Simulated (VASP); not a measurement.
A run of VASP 6.6.1 is set up as follows.

File INCAR:

```
  PREC = Accurate
  ENCUT = 500
  EDIFF = 1E-6
  ISMEAR = 1
  SIGMA = 0.05
  LREAL = F
  LASPH = T
  NELM = 120
  ALGO = Normal
  ISIF = 2
  LWAVE = F
  LCHARG = F
  GGA = CA
  NBANDS = 12
  GGA_COMPAT = F
```

File KPOINTS:

```
regular mesh
0
Gamma
  16 16 16
```

File POSCAR:

```
Y
1.0
   -1.8042126493      1.8042126493      1.8042126493
    1.8042126493     -1.8042126493      1.8042126493
    1.8042126493      1.8042126493     -1.8042126493
Y
1
Direct
    0.0000000000      0.0000000000      0.0000000000
```

Potentials or basis: VASP PAW LDA potentials, release 64 (Y_sv).

Launch:

```bash
$ cat potpaw_LDA.64/Y_sv/POTCAR > POTCAR
$ mpirun -np 1 vasp_std > vasp.out
```

Problem. Estimate the pressure.

Solution. 14.6 GPa.

Problem. Estimate the band gap on the k mesh.

Solution. Zero (an odd number of electrons rules out a gap without spin polarisation).

Caveat: the cell stands under pressure.
